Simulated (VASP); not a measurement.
Wanted: the native input for a VASP 6.6.1 run.

| Quantity | Value |
| --- | --- |
| Task | relaxation of cell and atoms |
| Functional | PBE |
| Potentials or basis | VASP PAW PBE potentials, release 64 (Cs_sv, Mn_pv) |
| Cutoff | 500 eV |
| k mesh | 4 × 4 × 4 |
| Occupations | gaussian, width 0.1 eV |
| Spin | collinear spin, ferromagnetic start |
| Starting moments | [0.0, 4.61] μB |
| Dipole correction | no |
| Further INCAR settings | ALGO = Normal; EDIFF = 1e-07; IBRION = 2; EDIFFG = -0.04; NSW = 90; ISIF = 3 |

The structure of CsMn lies in POSCAR:

```
CsMn
1.0
    3.9160038254      0.0000000000      0.0000000000
    0.0000000000      3.9160038254      0.0000000000
    0.0000000000      0.0000000000      3.9160038254
Cs Mn
1 1
Direct
    0.0000000000      0.0000000000      0.0000000000
    0.5000000000      0.5000000000      0.5000000000
```

The input as run:

INCAR

```
ALGO     = Normal         # electronic algorithm
EDIFF    = 1E-7           # SCF threshold, eV
EDIFFG   = -0.04          # ionic threshold
ENCUT    = 500            # plane-wave cutoff, eV
GGA      = PE             # functional
GGA_COMPAT= F            
IBRION   = 2              # ionic algorithm
ISIF     = 3              # what is computed and relaxed
ISMEAR   = 0              # smearing method
ISPIN    = 2              # spin polarisation
LASPH    = T              # aspherical terms in the spheres
LCHARG   = F              # write CHGCAR
LMAXMIX  = 4              # l up to which the mixer works
LORBIT   = 11             # projections on sites
LREAL    = F              # projectors in reciprocal space
LWAVE    = F              # write WAVECAR
MAGMOM   = 0 4.61         # initial moments
NELM     = 200            # most SCF steps
NELMIN   = 4            
NSW      = 90             # ionic steps
PREC     = Accurate       # precision mode
SIGMA    = 0.1            # smearing width, eV
```

KPOINTS

```
k-points
0
Gamma
  4 4 4
```

Potentials or basis: VASP PAW PBE potentials, release 64 (Cs_sv, Mn_pv).

Run with:

```bash
$ cat potpaw_PBE.64/Cs_sv/POTCAR potpaw_PBE.64/Mn_pv/POTCAR > POTCAR
$ mpirun -np 1 vasp_std > vasp.out
```

It gave:

The relaxed volume is 46.34 Å³/atom, the relaxed cell is a = 4.526 Å, b = 4.526 Å, c = 4.526 Å, α = 90.00°, β = 90.00°, γ = 90.00° and the space group after relaxing (to 0.05 Å) is Pm-3m (No. 221). The energy gained by relaxing is 200.0 meV/atom, the ionic steps are 5 and the pressure after relaxing is 0.0 GPa. The net moment is 4.50 μB per cell, the site moments are Cs -0.00; Mn +4.23 μB and the valence electrons inside the program's atomic spheres are Cs 6.57; Mn 11.31.

Caveat: the k points lie up to 0.35 Å⁻¹ apart in the final cell; the volume moved by over 15 % at a fixed basis, so the end points are rough.

It took 2.6 min on 1 thread of Intel(R) Xeon(R) Platinum 8488C (Sapphire Rapids) (shared host), peak memory 0.19 GiB.
